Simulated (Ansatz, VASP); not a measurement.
# Two plane-wave programs on HfN

File INCAR:

```
SYSTEM = HfN
PREC = Accurate ; ENCUT = 520
EDIFF = 1E-7 ; ISMEAR = 0
SIGMA = 0.15 ; LREAL = .FALSE.
LASPH = .TRUE. ; NELM = 100
ALGO = Normal ; ISIF = 2
LWAVE = .FALSE. ; LCHARG = .FALSE.
GGA = CA ; NBANDS = 14
```

File KPOINTS:

```
regular mesh
0
G
  18 18 18
  0 0 0
```

File POSCAR:

```
HfN
1.0
    0.0000000000      2.2339756793      2.2339756793
    2.2339756793      0.0000000000      2.2339756793
    2.2339756793      2.2339756793      0.0000000000
Hf N
1 1
Direct
   -0.0010538503      0.0010538503      0.0010538503
    0.5134289734      0.4865710266      0.4865710266
```

Input for Ansatz:

```yaml
crystal:
  lattice:
    - [0.0, 2.2339756793, 2.2339756793]
    - [2.2339756793, 0.0, 2.2339756793]
    - [2.2339756793, 2.2339756793, 0.0]
  atoms:
    - { symbol: Hf, position: [-0.0010538503, 0.0010538503, 0.0010538503] }
    - { symbol: "N", position: [0.5134289734, 0.4865710266, 0.4865710266] }
basis:
  ecutwfc: 520.0
kpoints:
  mp_grid: { grid: [18, 18, 18] }
hamiltonian:
  xc: lda
  pseudopotentials: { kind: paw, azcp: { folder: soft_1 } }
scf:
  occupations: { method: gaussian, width: 0.15 }
output:
  forces: true
  stress: true
  eigenvalues: true
```

Change from the starting cell: mode 4 frozen in at -0.060 Å and mode 6 at +0.000 Å (largest displacements).

Alike in both runs: task single point; functional LDA; k mesh 18 × 18 × 18; occupations gaussian, width 0.15 eV; no spin polarisation.

|  | VASP | Ansatz |
| --- | --- | --- |
| version | VASP 6.6.1 | Ansatz 0.2.0 |
| potentials or method | VASP PAW LDA potentials, release 64 (Hf_pv, N), cutoff 520 eV | scalar-relativistic, plane waves, PAW |
| valence electrons in the cell | 15 | 31 |

Ansatz gave:

* gap on the k mesh at the Fermi level (eV): none
* pressure (GPa): 0.6
* traceless stress, the component that is largest in VASP (GPa): 1.17
* rms of the force components (eV/Å): 0.475

Q: What did VASP give for the same quantities?

A: gap on the k mesh at the Fermi level (eV): none; pressure (GPa): -0.6; traceless stress, the component that is largest in VASP (GPa): 1.17; rms of the force components (eV/Å): 0.480.

Ansatz warns that its potentials were made for another functional, while VASP's fit it. LDA's correlation is that of Perdew and Zunger in VASP and of Perdew and Wang (1992) in Ansatz. Atom by atom the forces differ by 0.005 eV/Å (rms over components). A gap of «none» marks a metal or a gap that the smearing closes. VASP's potentials hold 15 valence electrons a cell and Ansatz's 31, so a difference there can come from the potentials and not from the codes.

Spin-orbit coupling is off throughout.
